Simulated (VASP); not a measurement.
Here is a VASP 6.6.1 calculation.

The input INCAR:

```
  PREC = Accurate
  ENCUT = 520
  EDIFF = 1E-7
  ISMEAR = -1
  SIGMA = 0.15
  LREAL = False
  LASPH = True
  NELM = 60
  ALGO = Normal
  ISIF = 2
  LWAVE = False
  LCHARG = False
  NBANDS = 18
```

File KPOINTS:

```
regular mesh
0
Gamma
  7 7 7
```

The input POSCAR:

```
ScZn
1.0
    3.2102513042      0.0000000000      0.0000000000
    0.0000000000      3.2102513042      0.0000000000
    0.0000000000      0.0000000000      3.2102513042
Sc Zn
1 1
Direct
    0.0000000000      0.0000000000      0.0000000000
    0.5000000000      0.5000000000      0.5000000000
```

Potentials or basis: VASP PAW LDA potentials, release 64 (Sc_sv, Zn).

Command:

```console
$ cat potpaw_LDA.64/Sc_sv/POTCAR potpaw_LDA.64/Zn/POTCAR > POTCAR
$ mpirun -np 1 vasp_std > vasp.out
```

Task: Predict the pressure.

Result: 4.8 GPa.

Task: Predict the band gap on the k mesh.

Result: Zero (an odd number of electrons rules out a gap without spin polarisation).

Caveat: the cell stands under pressure.
